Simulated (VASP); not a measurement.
Runs of VASP 6.6.1 on BaHfO3. The structure is that of space group Pm-3m (No. 221), or close to it. The cells are those of the table. 

```tsv
level	cell	smearing	gap on the mesh (eV)	pressure (GPa)
PBE	a = 4.177 Å, 5 atoms	fermi-dirac 0.02 eV	3.58	2.9
r2SCAN	a = 4.349 Å, 5 atoms	gaussian 0.01 eV	3.81	(b)
r2SCAN	a = 3.975, b = 4.177, c = 4.177 Å, 5 atoms	gaussian 0.01 eV	3.98	(a)
PBE	a = 3.975, b = 4.177, c = 4.177 Å, 5 atoms	fermi-dirac 0.02 eV	3.44	13.2
r2SCAN	a = 4.177 Å, 5 atoms	gaussian 0.01 eV	4.11	-0.7
```

Alike in all rows: task single point; potentials or basis VASP PAW PBE potentials, release 64 (Ba_sv, Hf_pv, O); no spin polarisation; k mesh 6 × 6 × 6; cutoff (eV) 520.

Question: Fill in the values left out.

Answer: (a) 9.6; (b) -16.6.

Caveats: spin-orbit coupling is left out, which moves the levels of the heavy elements; the PAW data sets were made with another functional, which shifts forces and pressure a little (some runs).

A k mesh can miss the band edges, and the runs leave out spin-orbit coupling on Ba, Hf.
